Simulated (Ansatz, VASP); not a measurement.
# Two plane-wave programs on SiAg2Br6

```
Si Ag Br
1.0
     6.71874    0.00000    0.00000
     0.00000    6.71874    0.00000
     0.00000    0.00000    4.75087
Si Ag Br
1 2 6
Direct
  0.00000 0.00000 0.00000
  0.50000 0.00000 0.50000
  0.00000 0.50000 0.50000
  0.00000 0.00000 0.50000
  0.50000 0.50000 0.50000
  0.25000 0.25000 0.00000
  0.75000 0.75000 0.00000
  0.25000 0.75000 0.00000
  0.75000 0.25000 0.00000
```

Change from the starting cell: ordered vacancies on the cation sites of perovskite (P4/mmm, No. 123).

Alike in both runs: task relaxation of cell and atoms; functional PBE; k mesh 4 × 4 × 4; occupations gaussian, width 0.1 eV; no spin polarisation.

|  | VASP | Ansatz |
| --- | --- | --- |
| version | VASP 6.6.1 | Ansatz 0.2.0 |
| potentials or method | VASP PAW PBE potentials, release 64 (Si, Ag, Br), cutoff 600 eV | scalar-relativistic, plane waves, PAW |
| valence electrons in the cell | 68 | 84 |

```csv
,VASP,Ansatz,Ansatz less VASP
"gap on the k mesh at the Fermi level, each at its own relaxed structure (eV)",0.34,0.39,+0.052
relaxed volume (Å³/atom),28.39,28.05,-0.343
relaxed length of the cell vector where the two differ most in proportion (Å),5.681,5.543,-0.1382
```

VASP's potentials hold 68 valence electrons a cell and Ansatz's 84, so a difference there can come from the potentials and not from the codes.

Noted on VASP's run: the volume moved by over 15 % at a fixed basis, so the end points are rough.
